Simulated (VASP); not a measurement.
# LiF (P6_3mc) in VASP: further runs, part 2 of 2

VASP 6.6.1. The steps go on from the part before.

### 3 Single point, LDA

This run uses another cell than the first one, of the same volume but with other edges.

Input file INCAR:

```
ALGO = Normal
EDIFF = 1E-6
ENCUT = 520
GGA = CA
ISIF = 2
ISMEAR = 0
LASPH = True
LCHARG = False
LREAL = False
LWAVE = False
NBANDS = 18
NELM = 100
PREC = Accurate
SIGMA = 0.05
```

Input file KPOINTS:

```
k-points
0
Gamma
  9 9 6
```

Input file POSCAR:

```
LiF
1.0
    2.9680706168      0.0000000000      0.0000000000
   -1.4840353084      2.5704245544      0.0000000000
    0.0000000000      0.0000000000      4.8557635292
Li F
2 2
Direct
    0.3333333333      0.6666666667      0.3746202181
    0.6666666667      0.3333333333      0.8746202181
    0.3333333333      0.6666666667      0.9910195924
    0.6666666667      0.3333333333      0.4910195924
```

Potentials or basis: VASP PAW LDA potentials, release 64 (Li_sv, F).

On the command line:

```
$ cat potpaw_LDA.64/Li_sv/POTCAR potpaw_LDA.64/F/POTCAR > POTCAR
$ mpirun -np 1 vasp_std > vasp.out
```

OUTCAR:

```text
EDIFF = 1E-6
   ENCUT = 520
   GGA = CA
   ISIF = 2
   ISMEAR = 0
   LASPH = True
   LREAL = False
   NELM = 100
   PREC = Accurate

 ion  position               nearest neighbor table
   1  0.333  0.667  0.375-   4 1.80   4 1.80   4 1.80   3 1.86
   2  0.667  0.333  0.875-   3 1.80   3 1.80   3 1.80   4 1.86
   3  0.333  0.667  0.991-   2 1.80   2 1.80   2 1.80   1 1.86
   4  0.667  0.333  0.491-   1 1.80   1 1.80   1 1.80   2 1.86

  LATTYP: Found a hexagonal cell.
[... 705 lines left out ...]
  FORCE on cell =-STRESS in cart. coord.  units (eV):
  Direction    XX          YY          ZZ          XY          YZ          ZX
  --------------------------------------------------------------------------------------
  -------------------------------------------------------------------------------------
  Total        0.3412535      0.3412535     -0.6033205      0.0000000      0.0000000      0.0000000
  in kB       14.7588020     14.7588020    -26.0928828      0.0000000      0.0000000      0.0000000
  external PRESSURE =       1.1415738 kB  Pullay stress =       0.0000000 kB

 VOLUME and BASIS-vectors are now :
 -----------------------------------------------------------------------------
  energy-cutoff  :      520.00
  volume of cell :       37.05
      direct lattice vectors                 reciprocal lattice vectors
     2.968070617  0.000000000  0.000000000     0.336919207  0.194520395  0.000000000
    -1.484035308  2.570424554  0.000000000     0.000000000  0.389040790  0.000000000
     0.000000000  0.000000000  4.855763529     0.000000000  0.000000000  0.205940836

 POSITION                                       TOTAL-FORCE (eV/Angst)
 -----------------------------------------------------------------------------------
     -0.00000      1.71362      1.81907        -0.000000     -0.000000     -0.114045
      1.48404      0.85681      4.24695         0.000000     -0.000000     -0.114045
     -0.00000      1.71362      4.81216        -0.000000      0.000000      0.114045
      1.48404      0.85681      2.38428         0.000000      0.000000      0.114045
 -----------------------------------------------------------------------------------
    total drift:                               -0.000000     -0.000000      0.001185

  FREE ENERGIE OF THE ION-ELECTRON SYSTEM (eV)
  ---------------------------------------------------
  free  energy   TOTEN  =       -20.7959715198 eV

  energy  without entropy=      -20.7959715198  energy(sigma->0) =      -20.79597152
```

OSZICAR:

```text
N       E                     dE             d eps       ncg     rms          rms(c)
DAV:   1     0.113321622946E+03    0.11332E+03   -0.10930E+04  1744   0.120E+03
DAV:   2    -0.121077969630E+02   -0.12543E+03   -0.12280E+03  1990   0.296E+02
DAV:   3    -0.220934784196E+02   -0.99857E+01   -0.99275E+01  3222   0.605E+01
DAV:   4    -0.222048788464E+02   -0.11140E+00   -0.11124E+00  2246   0.776E+00
DAV:   5    -0.222060149893E+02   -0.11361E-02   -0.11359E-02  2334   0.653E-01    0.697E+00
DAV:   6    -0.208229867843E+02    0.13830E+01   -0.35086E+00  1800   0.145E+01    0.217E+00
DAV:   7    -0.208051511236E+02    0.17836E-01   -0.11667E-01  1966   0.244E+00    0.138E+00
DAV:   8    -0.207968400305E+02    0.83111E-02   -0.43249E-02  2366   0.197E+00    0.325E-01
DAV:   9    -0.207958082179E+02    0.10318E-02   -0.54884E-03  2044   0.622E-01    0.845E-02
DAV:  10    -0.207959765562E+02   -0.16834E-03   -0.27878E-04  1882   0.141E-01    0.263E-02
DAV:  11    -0.207959717178E+02    0.48383E-05   -0.17348E-05  2392   0.413E-02    0.612E-03
DAV:  12    -0.207959715198E+02    0.19798E-06   -0.82185E-07  1596   0.907E-03
   1 F= -.20795972E+02 E0= -.20795972E+02  d E =-.779116E-11
```

It took 33 s on 1 thread of Intel Xeon 8259CL, shared host; peak memory 0.15 GiB.

What came out:

| Property | Result |
| --- | --- |
| Free energy | -20.7960 eV |
| Largest force | 0.114 eV/Å |
| Band gap on the k mesh | 7.94 eV |

Forces on the atoms (eV/Å):
```
Li   0.000  0.000 -0.114
Li   0.000  0.000 -0.114
F    0.000  0.000  0.114
F    0.000  0.000  0.114
```

Levels at points of the mesh, in eV from the valence-band top:
```csv
k point,band 6,band 7,band 8,band 9,band 10,band 11,band 12,band 13,band 14,band 15
"(0.00, 0.00, 0.00)",-0.36,-0.36,-0.06,-0.06,0.00,7.94,12.00,15.50,19.09,19.09
"(0.00, 0.00, 0.50)",-1.26,-0.21,-0.21,-0.21,-0.21,9.60,9.60,17.56,17.56,19.39
```

Caveat: the cell differs from its parent crystal (atoms shifted along a free coordinate, c/a of the conventional cell at fixed volume 1.6360); the cutoff is under 1.25 times the usual one of these potentials, so pressure, stress and relaxed cells hold a basis-set (Pulay) error. A k mesh can miss the band edges.

### 4 Single point, LDA

This run uses another cell than the first one, of the same volume but with other edges.

Input file INCAR:

```
SYSTEM = LiF
ALGO = Normal
EDIFF = 1E-6
ENCUT = 520
GGA = CA
ISIF = 2
ISMEAR = 0
LASPH = .TRUE.
LCHARG = .FALSE.
LREAL = .FALSE.
LWAVE = .FALSE.
NBANDS = 18
NELM = 60
PREC = Accurate
SIGMA = 0.05
```

Input file KPOINTS:

```
k-points
0
G
  9 9 6
  0 0 0
```

Input file POSCAR:

```
LiF
1.0
    3.0140916337      0.0000000000      0.0000000000
   -1.5070458168      2.6102799241      0.0000000000
    0.0000000000      0.0000000000      4.7086139501
Li F
2 2
Direct
    0.3333333333      0.6666666667      0.3465456496
    0.6666666667      0.3333333333      0.8465456496
    0.3333333333      0.6666666667      0.9910195924
    0.6666666667      0.3333333333      0.4910195924
```

On the command line:

```
$ cat potpaw_LDA.64/Li_sv/POTCAR potpaw_LDA.64/F/POTCAR > POTCAR
$ mpirun -np 1 vasp_std > vasp.out
```

Wall time 30 s (1 thread of Intel Xeon 8259CL, shared host); peak memory 0.15 GiB.

Results (log left out):

```yaml
Free_energy: -20.6833 eV
Largest_force: 0.953 eV/Å
Band_gap_on_the_k_mesh: 7.92 eV
```

Forces in eV/Å, atoms in the order of the input:
```
Li   0.000  0.000  0.953
Li   0.000  0.000  0.953
F    0.000  0.000 -0.953
F    0.000  0.000 -0.953
```

Levels at points of the mesh, in eV from the valence-band top:
| k point | band 7 | band 8 | band 9 | band 10 | band 11 | band 12 | band 13 | band 14 |
| --- | --- | --- | --- | --- | --- | --- | --- | --- |
| (0.00, 0.00, 0.00) | -0.39 | -0.12 | 0.00 | 0.00 | 7.92 | 12.23 | 15.58 | 18.79 |
| (0.00, 0.00, 0.50) | -0.19 | -0.19 | -0.19 | -0.19 | 9.53 | 9.53 | 18.21 | 18.21 |

Caveat: the cell differs from its parent crystal (atoms shifted along a free coordinate, c/a of the conventional cell at fixed volume 1.5622); the cutoff is under 1.25 times the usual one of these potentials, so pressure, stress and relaxed cells hold a basis-set (Pulay) error. A k mesh can miss the band edges.

### 5 Single point, LDA (9.26 Å³/atom, c/a of the conventional cell at fixed volume 1.5622)

Input file INCAR:

```
SYSTEM = LiF
  PREC = Accurate
  ENCUT = 520
  EDIFF = 1E-6
  ISMEAR = 0
  SIGMA = 0.05
  LREAL = .FALSE.
  LASPH = .TRUE.
  NELM = 60
  ALGO = Normal
  ISIF = 2
  LWAVE = .FALSE.
  LCHARG = .FALSE.
  GGA = CA
  NBANDS = 18
```

Input file KPOINTS:

```
Automatic mesh
0
G
  9 9 6
  0 0 0
```

Changes to POSCAR since step 4:

```diff
@@ -8,4 +8,4 @@
 Direct
-    0.3333333333      0.6666666667      0.3465456496
-    0.6666666667      0.3333333333      0.8465456496
+    0.3333333333      0.6666666667      0.3839784076
+    0.6666666667      0.3333333333      0.8839784076
     0.3333333333      0.6666666667      0.9910195924
```

Potentials or basis: VASP PAW LDA potentials, release 64 (Li_sv, F).

On the command line:

```
$ cat potpaw_LDA.64/Li_sv/POTCAR potpaw_LDA.64/F/POTCAR > POTCAR
$ mpirun -np 1 vasp_std > vasp.out
```

OUTCAR:

```text
SYSTEM = LiF
   PREC = Accurate
   ENCUT = 520
   EDIFF = 1E-6
   ISMEAR = 0
   LREAL = .FALSE.
   LASPH = .TRUE.
   NELM = 60
   ISIF = 2
   GGA = CA

 ion  position               nearest neighbor table
   1  0.333  0.667  0.384-   4 1.81   4 1.81   4 1.81   3 1.85
   2  0.667  0.333  0.884-   3 1.81   3 1.81   3 1.81   4 1.85
   3  0.333  0.667  0.991-   2 1.81   2 1.81   2 1.81   1 1.85
   4  0.667  0.333  0.491-   1 1.81   1 1.81   1 1.81   2 1.85

  LATTYP: Found a hexagonal cell.
 ALAT       =     3.0140916337
 C/A-ratio  =     1.5622000000

  Lattice vectors:

 A1 = (   3.0140916337,   0.0000000000,   0.0000000000)
 A2 = (  -1.5070458168,   2.6102799241,   0.0000000000)
 A3 = (   0.0000000000,   0.0000000000,   4.7086139501)

Analysis of symmetry for initial positions (statically):
=====================================================================
 Subroutine PRICEL returns:
 Original cell was already a primitive cell.

 Routine SETGRP: Setting up the symmetry group for a
 hexagonal supercell.

 Subroutine GETGRP returns: Found 12 space group operations
 (whereof  6 operations were pure point group operations)
 out of a pool of 24 trial point group operations.

The static configuration has the point symmetry C_3v.
 The point group associated with its full space group is C_6v.

Analysis of symmetry for dynamics (positions and initial velocities):
=====================================================================
 Subroutine PRICEL returns:
 Original cell was already a primitive cell.

 Routine SETGRP: Setting up the symmetry group for a
 hexagonal supercell.

 Subroutine GETGRP returns: Found 12 space group operations
 (whereof  6 operations were pure point group operations)
 out of a pool of 24 trial point group operations.

The dynamic configuration has the point symmetry C_3v.
 The point group associated with its full space group is C_6v.
[... 121 lines left out ...]
   IMIX   =      4    mixing-type and parameters
     AMIX     =   0.40;   BMIX     =  1.00
     AMIX_MAG =   1.60;   BMIX_MAG =  1.00
  volume/ion in A,a.u.               =       9.26        62.50
  Fermi-wavevector in a.u.,A,eV,Ry     =   1.333028  2.519058 24.177060  1.776964
  Thomas-Fermi vector in A             =   2.461918
   LORBIT       =      0    0 simple, 1 ext, 2 COOP (PROOUT), +10 PAW based schemes
   GGA     = CA    functional components
   LHFCALC =     F    Hartree Fock is set to
   AEXX    =    0.0000 exact exchange contribution
   IVDW    =     0    specifies the selected vdW correction
   LEPSILON=     F    determine dielectric tensor
   LRPA    =     F    only Hartree local field effects (RPA)
 non-spin polarized calculation
 Gauss-broadening in eV      SIGMA  =   0.05
  energy-cutoff  :      520.00
  volume of cell :       37.05
 maximum number of plane-waves:      1025
 NGX is ok and might be reduce to    24

 number of electron      20.0000019 magnetization

 Free energy of the ion-electron system (eV)
  ---------------------------------------------------
  ext. energy  EPLUGINS =         0.00000000
  ---------------------------------------------------
  free energy    TOTEN  =       -20.80788708 eV

  energy without entropy =      -20.80788708  energy(sigma->0) =      -20.80788708

 E-fermi :  -2.1455     XC(G=0):  -9.8688

 val. band max:       -2.3943030640   @ k =   0.0000   0.0000   0.0000
 cond. band min:       5.4419756875   @ k =   0.0000   0.0000   0.0000
 fundamental gap:      7.8362787515
 Fermi energy:        -2.1454738187

 k-point     1 :       0.0000    0.0000    0.0000
  band No.  band energies     occupation
      1     -41.5701      2.00000
      2     -41.5050      2.00000
      3     -21.5638      2.00000
      4     -21.2711      2.00000
      5      -4.9117      2.00000
      6      -2.9779      2.00000
[... 481 lines left out ...]
      5      -4.7401      2.00000
      6      -3.7814      2.00000
[... 10 lines left out ...]
     17      16.3220      0.00000
     18      19.2343      0.00000

 [... further k-points ...]

------------------------ aborting loop because EDIFF is reached ----------------------------------------

  FORCE on cell =-STRESS in cart. coord.  units (eV):
  Direction    XX          YY          ZZ          XY          YZ          ZX
  --------------------------------------------------------------------------------------
  -------------------------------------------------------------------------------------
  Total        0.0992017      0.0992017     -0.2895154      0.0000000     -0.0000000      0.0000000
  in kB        4.2903524      4.2903524    -12.5211929      0.0000000     -0.0000000      0.0000000
  external PRESSURE =      -1.3134961 kB  Pullay stress =       0.0000000 kB

 VOLUME and BASIS-vectors are now :
 -----------------------------------------------------------------------------
  energy-cutoff  :      520.00
  volume of cell :       37.05
      direct lattice vectors                 reciprocal lattice vectors
     3.014091634  0.000000000  0.000000000     0.331774916  0.191550337  0.000000000
    -1.507045817  2.610279924  0.000000000     0.000000000  0.383100675  0.000000000
     0.000000000  0.000000000  4.708613950     0.000000000  0.000000000  0.212376723

 POSITION                                       TOTAL-FORCE (eV/Angst)
 -----------------------------------------------------------------------------------
     -0.00000      1.74019      1.80801         0.000000      0.000000     -0.070060
      1.50705      0.87009      4.16231        -0.000000      0.000000     -0.070060
     -0.00000      1.74019      4.66633         0.000000      0.000000      0.070060
      1.50705      0.87009      2.31202        -0.000000      0.000000      0.070060
 -----------------------------------------------------------------------------------
    total drift:                               -0.000000     -0.000001     -0.000831

  FREE ENERGIE OF THE ION-ELECTRON SYSTEM (eV)
  ---------------------------------------------------
  free  energy   TOTEN  =       -20.8078870752 eV

  energy  without entropy=      -20.8078870752  energy(sigma->0) =      -20.80788708
```

stdout:

```text
POSCAR found type information on POSCAR LiF
 POSCAR found :  2 types and       4 ions
 scaLAPACK will be used
 LDA part: xc-table for (Slater(with rela. corr.)+CA(PZ))
 , standard interpolation
 POSCAR, INCAR and KPOINTS ok, starting setup
 FFT: planning ... GRIDC
 FFT: planning ... GRID_SOFT
 FFT: planning ... GRID
 WAVECAR not read
 entering main loop
```

It took 29 s on 1 thread of Intel Xeon 8259CL, shared host; peak memory 0.15 GiB.

Results:

```
Free energy            : -20.8079 eV
Largest force          : 0.070 eV/Å
Band gap on the k mesh : 7.84 eV
```

Forces on the atoms (eV/Å):
```
Li   0.000  0.000 -0.070
Li   0.000  0.000 -0.070
F    0.000  0.000  0.070
F    0.000  0.000  0.070
```

Caveat: the cell differs from its parent crystal (c/a of the conventional cell at fixed volume 1.5622); the cutoff is under 1.25 times the usual one of these potentials, so pressure, stress and relaxed cells hold a basis-set (Pulay) error. A k mesh can miss the band edges.

### 6 Overview

```csv
cell,gap on the mesh (eV),largest force (eV/Å)
"a = 3.063, b = 3.063, c = 4.559 Å, angles 90.0, 90.0, 120.0°, 4 atoms, atomic positions A",7.92,1.48
"a = 2.968, b = 2.968, c = 4.856 Å, angles 90.0, 90.0, 120.0°, 4 atoms, atomic positions B",7.94,0.11
"a = 3.014, b = 3.014, c = 4.709 Å, angles 90.0, 90.0, 120.0°, 4 atoms, atomic positions A",7.92,0.95
"a = 3.014, b = 3.014, c = 4.709 Å, angles 90.0, 90.0, 120.0°, 4 atoms, atomic positions C",7.84,0.07
```

Alike in all rows: task single point; level LDA; potentials or basis VASP PAW LDA potentials, release 64 (Li_sv, F); no spin polarisation; k mesh 9 × 9 × 6; cutoff (eV) 520; smearing gaussian 0.05 eV.

Caveats: the cutoff is under 1.25 times the usual one of these potentials, so pressure, stress and relaxed cells hold a basis-set (Pulay) error; forces of over 1 eV/Å act on the atoms, so gaps and moduli don't describe the material at rest (at least some runs).

Absolute energies hang on the potentials; compare differences alone.
